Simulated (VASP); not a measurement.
A run of VASP 6.6.1:

File POSCAR:

```
BAs
1.0
    0.0000000000      2.3918698977      2.3918698977
    2.3918698977      0.0000000000      2.3918698977
    2.3918698977      2.3918698977      0.0000000000
B As
1 1
Direct
    0.0000000000      0.0000000000      0.0000000000
    0.2500000000      0.2500000000      0.2500000000
```

The input INCAR.step1:

```
PREC = Accurate
ENCUT = 520
EDIFF = 1E-5
ISMEAR = 0
SIGMA = 0.01
LREAL = False
LASPH = True
NELM = 100
ALGO = Normal
ISIF = 2
LWAVE = True
LCHARG = False
GGA = PE
NBANDS = 11
```

Contents of INCAR.step2:

```
PREC = Accurate
ENCUT = 520
EDIFF = 1E-6
ISMEAR = 0
SIGMA = 0.01
LREAL = False
LASPH = True
NELM = 100
ALGO = Normal
ISIF = 2
LWAVE = False
LCHARG = False
GGA = PE
LHFCALC = True
AEXX = 0.35
PRECFOCK = Normal
ISTART = 1
NBANDS = 11
```

Contents of KPOINTS:

```
regular mesh
0
Gamma
  4 4 4
```

Potentials or basis: VASP PAW PBE potentials, release 64 (B, As).

Command:

```console
$ cat potpaw_PBE.64/B/POTCAR potpaw_PBE.64/As/POTCAR > POTCAR
$ cp INCAR.step1 INCAR
$ mpirun -np 1 vasp_std > vasp.out
$ cp INCAR.step2 INCAR
$ mpirun -np 1 vasp_std > vasp.out
```

Hardware: 1 thread of Intel Xeon 8259CL, on a shared host.

Problem. How long does it take, and how much memory?

Solution. Run time: 3.2 min on 1 thread of Intel Xeon 8259CL, with other jobs on the host, peak memory 0.16 GiB. Counts: k points 8.
